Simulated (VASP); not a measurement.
A run of VASP 6.6.1 is set up as follows.

File INCAR:

```
SYSTEM = KCaF3
PREC = Accurate ; ENCUT = 600
EDIFF = 1E-6 ; ISMEAR = 0
SIGMA = 0.01 ; LREAL = .False.
LASPH = .True. ; NELM = 120
ALGO = Normal ; ISIF = 2
LWAVE = .False. ; LCHARG = .True.
GGA = CA ; LELF = .True.
LVHAR = .True. ; NBANDS = 28
GGA_COMPAT = .False.
```

File KPOINTS:

```
Automatic mesh
0
Gamma
  3 3 3
  0 0 0
```

Contents of POSCAR:

```
KCaF3
1.0
    4.4817260000      0.0000000000      0.0000000000
    0.0000000000      4.4817260000      0.0000000000
    0.0000000000      0.0000000000      4.4817260000
K Ca F
1 1 3
Direct
    0.5000000000      0.5000000000      0.5000000000
    0.0000000000      0.0000000000      0.0000000000
    0.0000000000      0.5000000000      0.0000000000
    0.0000000000      0.0000000000      0.5000000000
    0.5000000000      0.0000000000      0.0000000000
```

Potentials or basis: VASP PAW LDA potentials, release 64 (K_sv, Ca_sv, F).

The run is started by

```bash
$ cat potpaw_LDA.64/K_sv/POTCAR potpaw_LDA.64/Ca_sv/POTCAR potpaw_LDA.64/F/POTCAR > POTCAR
$ mpirun -np 1 vasp_std > vasp.out
```

(1) What does it give for the band gap on the k mesh?

(2) Predict the pressure.

Results:

(1) 5.89 eV (least direct gap 5.97 eV).

(2) -5.1 GPa.

Caveat: the k points lie up to 0.47 Å⁻¹ apart; an odd mesh through Γ misses points on the zone boundary, where band edges can lie.
